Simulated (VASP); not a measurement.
Se:

```xyz
3
Lattice="4.3662 0.0000 0.0000 -2.1831 3.7812 0.0000 0.0000 0.0000 4.9536" Properties=species:S:1:pos:R:3 pbc="T T T"
Se    0.9841    0.0000    1.6512
Se   -0.4921    0.8523    3.3024
Se    1.6910    2.9289    0.0000
```

| Property | Result |
| --- | --- |
| Program | VASP 6.6.1 |
| Task | relaxation of cell and atoms |
| Functional | PBE |
| Potentials or basis | VASP PAW PBE potentials, release 64 (Se) |
| Cutoff | 500 eV |
| k mesh | 6 × 6 × 5 |
| Occupations | fermi-dirac, width 0.02 eV |
| Spin | no spin polarisation |

At the start: pressure 2.9 GPa; volume 27.26 Å³/atom.

Problem. Where does the relaxation end?

Solution. Over 16 steps the energy falls by 13.6 meV/atom and the volume is 29.76 Å³/atom (+9.2 %); space group P3_121 (No. 152, to 0.1 Å) before and after.

Step by step:
```csv
step,energy change (eV),largest force (eV/Å),pressure (GPa),volume (Å³)
1,0.0000,0.4318,2.91,81.78
2,-0.0048,0.5166,-2.12,87.78
3,-0.0350,0.0952,0.10,84.78
4,-0.0350,0.0857,0.15,84.72
5,-0.0362,0.0661,0.14,85.01
6,-0.0378,0.0149,0.09,85.72
7,-0.0378,0.0073,0.09,85.82
8,-0.0383,0.0185,0.02,86.21
9,-0.0393,0.0512,-0.18,87.38
10,-0.0391,0.1136,-0.51,89.73
11,-0.0396,0.0752,-0.31,88.32
12,-0.0398,0.0702,-0.29,88.39
13,-0.0402,0.0546,-0.22,88.59
14,-0.0407,0.0217,-0.08,89.00
15,-0.0404,0.0488,0.22,89.82
16,-0.0408,0.0013,0.01,89.27
```

Final structure:
```yaml
crystal:
  lattice:
    - [4.51984, 0.00000, 0.00000]
    - [-2.25992, 3.91430, 0.00000]
    - [0.00000, 0.00000, 5.04560]
  atoms:
    - { symbol: Se, position: [0.21923, 0.00000, 0.33333] }
    - { symbol: Se, position: [0.00000, 0.21923, 0.66667] }
    - { symbol: Se, position: [0.78077, 0.78077, 0.00000] }
```
